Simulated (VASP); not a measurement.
**WS3: single point with PBE**

Crystal: WS3.

```
CELL_PARAMETERS angstrom
4.42505 0.00000 0.00000
0.00000 4.42505 0.00000
0.00000 0.00000 2.97992
ATOMIC_POSITIONS crystal
W 0.00000 0.00000 0.00000
S 0.00000 0.50000 0.50000
S 0.50000 0.00000 0.50000
S 0.50000 0.50000 0.00000
```

```
Program             : VASP 6.6.1
Task                : single point
Functional          : PBE
Potentials or basis : VASP PAW PBE potentials, release 64 (W_sv, S)
Cutoff              : 500 eV
k mesh              : 10 × 10 × 16
Occupations         : gaussian, width 0.1 eV
Spin                : no spin polarisation
```

| Quantity | Value |
| --- | --- |
| Pressure | 0.0 GPa |
| Band gap on the k mesh | zero (bands 16 and 17 overlap by 1.72 eV) |

Levels at points of the mesh, in eV from the Fermi level:
```tsv
k point	band 12	band 13	band 14	band 15	band 16	band 17	band 18	band 19	band 20	band 21
(0.00, 0.00, 0.00)	-3.27	-2.92	-2.08	-0.22	0.18	0.18	0.82	1.35	2.04	2.76
(0.50, 0.00, 0.00)	-3.13	-2.12	-1.00	-0.45	0.25	0.40	0.59	1.23	2.82	3.58
(0.50, 0.50, 0.00)	-2.47	-2.29	-2.17	-2.17	-1.68	-0.81	1.06	3.33	3.33	4.43
(0.00, 0.00, 0.50)	-4.09	-3.95	-3.95	-2.32	-2.32	-0.76	3.24	3.26	4.41	4.57
(0.50, 0.00, 0.50)	-4.57	-3.83	-3.71	-1.86	-1.18	1.23	1.35	2.06	3.41	3.86
(0.50, 0.50, 0.50)	-2.02	-1.19	-1.07	-0.55	-0.55	-0.39	-0.31	0.79	0.79	1.85
```

Wall time 2.3 min on 1 thread of Intel(R) Xeon(R) Platinum 8488C (Sapphire Rapids), with other jobs on the host, peak memory 0.32 GiB.

Caveat: spin-orbit coupling is left out, which moves the levels of the heavy elements.
